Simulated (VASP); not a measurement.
# NaF (Fm-3m) in VASP: single point with PBEsol

Aim: the single point of NaF with PBEsol.

All numbers are computed with VASP 6.6.1; they aren't measurements. Logs are shortened: lines on timing, memory, paths and dates and some standing lists are left out, and cuts for length are marked.

### Step 1. The cell of the first run

The structure is cubic, space group Fm-3m (No. 225). The conventional cell has a = 4.640 Å, b = 4.640 Å, c = 4.640 Å, α = 90.00°, β = 90.00°, γ = 90.00°. Na (site symmetry m-3m) has 6 F at 2.32 Å within 3.1 Å. Within 3.1 Å of F (site symmetry m-3m) lie 6 Na at 2.32 Å.

### Step 2. Single point, PBEsol

INCAR

```
PREC = Accurate
ENCUT = 600
EDIFF = 1E-6
ISMEAR = 0
SIGMA = 0.01
LREAL = False
LASPH = True
NELM = 120
ALGO = Normal
ISIF = 2
LWAVE = False
LCHARG = False
GGA = PS
NBANDS = 14
GGA_COMPAT = False
```

KPOINTS

```
Automatic mesh
0
Gamma
  2 2 2
```

POSCAR

```
NaF
1.0
    0.0000000000      2.3200000000      2.3200000000
    2.3200000000      0.0000000000      2.3200000000
    2.3200000000      2.3200000000      0.0000000000
Na F
1 1
Direct
    0.0000000000      0.0000000000      0.0000000000
    0.5000000000      0.5000000000      0.5000000000
```

Potentials or basis: VASP PAW PBE potentials, release 64 (Na_pv, F).

On the command line:

```
$ cat potpaw_PBE.64/Na_pv/POTCAR potpaw_PBE.64/F/POTCAR > POTCAR
$ mpirun -np 1 vasp_std > vasp.out
```

OUTCAR:

```text
PREC = Accurate
   ENCUT = 600
   EDIFF = 1E-6
   ISMEAR = 0
   LREAL = False
   LASPH = True
   NELM = 120
   ISIF = 2
   GGA = PS

 ion  position               nearest neighbor table
   1  0.000  0.000  0.000-   2 2.32   2 2.32   2 2.32   2 2.32   2 2.32   2 2.32
   2  0.500  0.500  0.500-   1 2.32   1 2.32   1 2.32   1 2.32   1 2.32   1 2.32

  LATTYP: Found a face centered cubic cell.
 ALAT       =     4.6400000000

  Lattice vectors:

 A1 = (   0.0000000000,   2.3200000000,   2.3200000000)
 A2 = (   2.3200000000,   0.0000000000,   2.3200000000)
 A3 = (   2.3200000000,   2.3200000000,   0.0000000000)

Analysis of symmetry for initial positions (statically):
=====================================================================
 Subroutine PRICEL returns:
 Original cell was already a primitive cell.

 Routine SETGRP: Setting up the symmetry group for a
 face centered cubic supercell.

 Subroutine GETGRP returns: Found 48 space group operations
 (whereof 48 operations were pure point group operations)
 out of a pool of 48 trial point group operations.

The static configuration has the point symmetry O_h .

Analysis of symmetry for dynamics (positions and initial velocities):
=====================================================================
 Subroutine PRICEL returns:
 Original cell was already a primitive cell.

 Routine SETGRP: Setting up the symmetry group for a
 face centered cubic supercell.

 Subroutine GETGRP returns: Found 48 space group operations
 (whereof 48 operations were pure point group operations)
 out of a pool of 48 trial point group operations.

The dynamic configuration has the point symmetry O_h .

 Subroutine INISYM returns: Found 48 space group operations
 (whereof 48 operations are pure point group operations),
 and found     1 'primitive' translations

----------------------------------------------------------------------------------------

                                     Primitive cell

  volume of cell :      24.9743

  direct lattice vectors                    reciprocal lattice vectors
     0.000000000  2.320000000  2.320000000    -0.215517241  0.215517241  0.215517241
     2.320000000  0.000000000  2.320000000     0.215517241 -0.215517241  0.215517241
     2.320000000  2.320000000  0.000000000     0.215517241  0.215517241 -0.215517241

  length of vectors
     3.280975465  3.280975465  3.280975465     0.373286812  0.373286812  0.373286812

  position of ions in fractional coordinates (direct lattice)
     0.000000000  0.000000000  0.000000000
     0.500000000  0.500000000  0.500000000

  ion indices of the primitive-cell ions
   primitive index   ion index
                 1           1
                 2           2

----------------------------------------------------------------------------------------

 KPOINTS: Automatic mesh

Automatic generation of k-mesh.
 Grid dimensions read from file:
 generate k-points for:    2    2    2

 Generating k-lattice:

  Cartesian coordinates                     Fractional coordinates (reciprocal lattice)
    -0.107758621  0.107758621  0.107758621     0.500000000  0.000000000  0.000000000
     0.107758621 -0.107758621  0.107758621     0.000000000  0.500000000  0.000000000
     0.107758621  0.107758621 -0.107758621     0.000000000  0.000000000  0.500000000

  Length of vectors
     0.186643406  0.186643406  0.186643406

  Shift w.r.t. Gamma in fractional coordinates (k-lattice)
     0.000000000  0.000000000  0.000000000

 Subroutine IBZKPT returns following result:
 ===========================================

 Found      3 irreducible k-points:

 Following reciprocal coordinates:
            Coordinates               Weight
  0.000000  0.000000  0.000000      1.000000
  0.500000  0.000000  0.000000      4.000000
  0.500000  0.500000  0.000000      3.000000
   k-points           NKPTS =      3   k-points in BZ     NKDIM =      3   number of bands    NBANDS=     14
   number of dos      NEDOS =    301   number of ions     NIONS =      2
   total plane-waves  NPLWV =  21952
   dimension x,y,z NGX =    28 NGY =   28 NGZ =   28
   dimension x,y,z NGXF=    56 NGYF=   56 NGZF=   56
   ions per type =               1   1
   NGX,Y,Z   is equivalent  to a cutoff of  14.19, 14.19, 14.19 a.u.
   NGXF,Y,Z  is equivalent  to a cutoff of  28.38, 28.38, 28.38 a.u.
 SYSTEM =  unknown system
   PREC   = accura    normal or accurate (medium, high low for compatibility)
   ISTART =      0    job   : 0-new  1-cont  2-samecut
   ICHARG =      2    charge: 1-file 2-atom 10-const
   ISPIN  =      1    spin polarized calculation?
   LNONCOLLINEAR =      F non collinear calculations
   LSORBIT =      F    spin-orbit coupling
   LASPH  =      T    aspherical Exc in radial PAW
   ENCUT  =  600.0 eV  44.10 Ry    6.64 a.u.   6.55  6.55  6.55*2*pi/ulx,y,z
   NELM   =    120;   NELMIN=  2; NELMDL= -5     # of ELM steps
   EDIFF  = 0.1E-05   stopping-criterion for ELM
   LREAL  =      F    real-space projection
   EDIFFG = 0.1E-04   stopping-criterion for IOM
   NSW    =      0    number of steps for IOM
   IBRION =     -1    ionic relax: 0-MD 1-quasi-New 2-CG
   NFREE  =      0    steps in history (QN), initial steepest desc. (CG)
   ISIF   =      2    stress and relaxation
   ISYM   =      2    0-nonsym 1-usesym 2-fastsym
   POTIM  = 0.5000    time-step for ionic-motion
   TEBEG  =    0.0;   TEEND  =   0.0 temperature during run
   PSTRESS=    0.0 pullay stress
   NELECT =      14.0000    total number of electrons
   NUPDOWN=      -1.0000    fix difference up-down
   EMIN   =  10.00;   EMAX   =-10.00  energy-range for DOS
   EFERMI =   0.00;   METHOD = LEGACY
   ISMEAR =     0;   SIGMA  =   0.01  broadening in eV -4-tet -1-fermi 0-gaus
   EFERMI_NEDOS =   21; number of points for ismear=-14 and -15
   IALGO  =     38    algorithm
   IMIX   =      4    mixing-type and parameters
     AMIX     =   0.40;   BMIX     =  1.00
     AMIX_MAG =   1.60;   BMIX_MAG =  1.00
  volume/ion in A,a.u.               =      12.49        84.27
  Fermi-wavevector in a.u.,A,eV,Ry     =   1.349852  2.550851 24.791186  1.822101
  Thomas-Fermi vector in A             =   2.477405
   LORBIT       =      0    0 simple, 1 ext, 2 COOP (PROOUT), +10 PAW based schemes
   GGA     = PS    functional components
   LHFCALC =     F    Hartree Fock is set to
   AEXX    =    0.0000 exact exchange contribution
   IVDW    =     0    specifies the selected vdW correction
   LEPSILON=     F    determine dielectric tensor
   LRPA    =     F    only Hartree local field effects (RPA)
 non-spin polarized calculation
 Gauss-broadening in eV      SIGMA  =   0.01
  energy-cutoff  :      600.00
  volume of cell :       24.97
 maximum number of plane-waves:       869
 NGX is ok and might be reduce to    28
   NGX = 13   NGY = 13   NGZ = 13

 number of electron      14.0000006 magnetization

 Free energy of the ion-electron system (eV)
  ---------------------------------------------------
  ext. energy  EPLUGINS =         0.00000000
  ---------------------------------------------------
  free energy    TOTEN  =        -8.63869434 eV

  energy without entropy =       -8.63869434  energy(sigma->0) =       -8.63869434

 E-fermi :  -1.8922     XC(G=0):  -9.2678

 val. band max:       -2.0319293211   @ k =   0.0000   0.0000   0.0000
 cond. band min:       4.0147995462   @ k =   0.0000   0.0000   0.0000
 fundamental gap:      6.0467288674
 Fermi energy:        -1.8921810975

 k-point     1 :       0.0000    0.0000    0.0000
  band No.  band energies     occupation
      1     -21.0789      2.00000
      2     -21.0158      2.00000
      3     -21.0158      2.00000
      4     -21.0158      2.00000
      5      -2.0319      2.00000
      6      -2.0319      2.00000
      7      -2.0319      2.00000
      8       4.0148      0.00000
      9      16.6677      0.00000
     10      16.6677      0.00000
     11      16.6677      0.00000
     12      19.3970      0.00000
     13      21.7109      0.00000
     14      21.7109      0.00000

 k-point     2 :       0.5000    0.0000    0.0000
  band No.  band energies     occupation
      1     -21.8028      2.00000
      2     -21.0281      2.00000
      3     -21.0281      2.00000
      4     -20.1439      2.00000
      5      -3.6690      2.00000
      6      -2.2910      2.00000
      7      -2.2910      2.00000
      8       8.4544      0.00000
      9      10.2092      0.00000
     10      17.7811      0.00000
     11      17.7811      0.00000
     12      20.6215      0.00000
     13      20.6215      0.00000
     14      21.4228      0.00000

 k-point     3 :       0.5000    0.5000    0.0000
  band No.  band energies     occupation
      1     -21.1573      2.00000
      2     -21.0693      2.00000
      3     -21.0693      2.00000
      4     -20.8184      2.00000
      5      -3.3479      2.00000
      6      -2.4477      2.00000
      7      -2.4477      2.00000
      8      10.8563      0.00000
      9      10.9571      0.00000
     10      11.3337      0.00000
     11      17.4621      0.00000
     12      17.4621      0.00000
     13      21.6402      0.00000
     14      26.4166      0.00000

------------------------ aborting loop because EDIFF is reached ----------------------------------------

  FORCE on cell =-STRESS in cart. coord.  units (eV):
  Direction    XX          YY          ZZ          XY          YZ          ZX
  --------------------------------------------------------------------------------------
  -------------------------------------------------------------------------------------
  Total        0.1269237      0.1269237      0.1269237      0.0000000      0.0000000     -0.0000000
  in kB        8.1425327      8.1425327      8.1425327      0.0000000      0.0000000     -0.0000000
  external PRESSURE =       8.1425327 kB  Pullay stress =       0.0000000 kB

 VOLUME and BASIS-vectors are now :
 -----------------------------------------------------------------------------
  energy-cutoff  :      600.00
  volume of cell :       24.97
      direct lattice vectors                 reciprocal lattice vectors
     0.000000000  2.320000000  2.320000000    -0.215517241  0.215517241  0.215517241
     2.320000000  0.000000000  2.320000000     0.215517241 -0.215517241  0.215517241
     2.320000000  2.320000000  0.000000000     0.215517241  0.215517241 -0.215517241

 POSITION                                       TOTAL-FORCE (eV/Angst)
 -----------------------------------------------------------------------------------
      0.00000      0.00000      0.00000        -0.000000     -0.000000     -0.000000
      2.32000      2.32000      2.32000         0.000000      0.000000      0.000000
 -----------------------------------------------------------------------------------
    total drift:                                0.000000      0.000000      0.000000

  FREE ENERGIE OF THE ION-ELECTRON SYSTEM (eV)
  ---------------------------------------------------
  free  energy   TOTEN  =        -8.6386943397 eV

  energy  without entropy=       -8.6386943397  energy(sigma->0) =       -8.63869434
```

Run time: 2.6 s. Hardware: 1 thread of Intel Xeon Platinum 8375C at 2.90GHz (Ice Lake), shared host; peak memory 0.14 GiB.

What came out:

```yaml
Free_energy: -8.6387 eV
Pressure: 0.8 GPa
Band_gap_on_the_k_mesh: 6.05 eV
```

Caveat: the k points lie up to 1.17 Å⁻¹ apart; the PAW data sets were made with another functional, which shifts forces and pressure a little.
